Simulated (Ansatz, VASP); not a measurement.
# One calculation of Sn, two programs

File POSCAR:

```
Sn
1.0
   -2.8666369439      2.8666369439      1.5193368895
    2.8666369439     -2.8666369439      1.5193368895
    2.8666369439      2.8666369439     -1.5193368895
Sn
2
Direct
    0.7500000000      0.2500000000      0.5000000000
    0.0000000000      0.0000000000      0.0000000000
```

The input INCAR.step1:

```
  ALGO = Normal
  EDIFF = 1E-4
  ENCUT = 520
  GGA = PE
  ISMEAR = 0
  LASPH = True
  LCHARG = False
  LREAL = False
  LWAVE = True
  NBANDS = 21
  NELM = 100
  PREC = Accurate
  SIGMA = 0.15
```

INCAR.step2

```
  ALGO = Normal
  EDIFF = 1E-7
  ENCUT = 520
  ISIF = 2
  ISMEAR = 0
  ISTART = 1
  LASPH = True
  LCHARG = False
  LMIXTAU = True
  LREAL = False
  LWAVE = False
  METAGGA = R2SCAN
  NBANDS = 21
  NELM = 100
  PREC = Accurate
  SIGMA = 0.15
```

KPOINTS

```
k-points
0
Gamma
  16 16 16
```

Input for Ansatz:

```yaml
crystal:
  lattice:
    - [-2.8666369439, 2.8666369439, 1.5193368895]
    - [2.8666369439, -2.8666369439, 1.5193368895]
    - [2.8666369439, 2.8666369439, -1.5193368895]
  atoms:
    - { symbol: Sn, position: [0.75, 0.25, 0.5] }
    - { symbol: Sn, position: [0.0, 0.0, 0.0] }
basis:
  ecutwfc: 500
kpoints:
  mp_grid: { grid: [16, 16, 16] }
hamiltonian:
  xc: r2scan
scf:
  occupations: { method: gaussian, width: 0.15 }
output:
  forces: true
  stress: true
  eigenvalues: true
```

Change from the starting cell: strain -0.025 along x and y, -0.050 along z, atoms carried along.

Alike in both runs: task single point; functional r2SCAN; k mesh 16 × 16 × 16; occupations gaussian, width 0.15 eV; no spin polarisation.

|  | VASP | Ansatz |
| --- | --- | --- |
| version | VASP 6.6.1 | Ansatz 0.2.0 |
| potentials or method | VASP PAW PBE potentials, release 64 (Sn_d), cutoff 520 eV | scalar-relativistic, plane waves, PAW |
| valence electrons in the cell | 28 | 28 |

```tsv
	VASP	Ansatz	Ansatz less VASP
gap on the k mesh at the Fermi level (eV)	none	none	-
pressure (GPa)	6.9	6.9	-0.01
traceless stress, the component that is largest in VASP (GPa)	1.43	1.43	-0.002
```

VASP's potentials were made for PBE, not for r2SCAN. A gap of «none» marks a metal or a gap that the smearing closes.
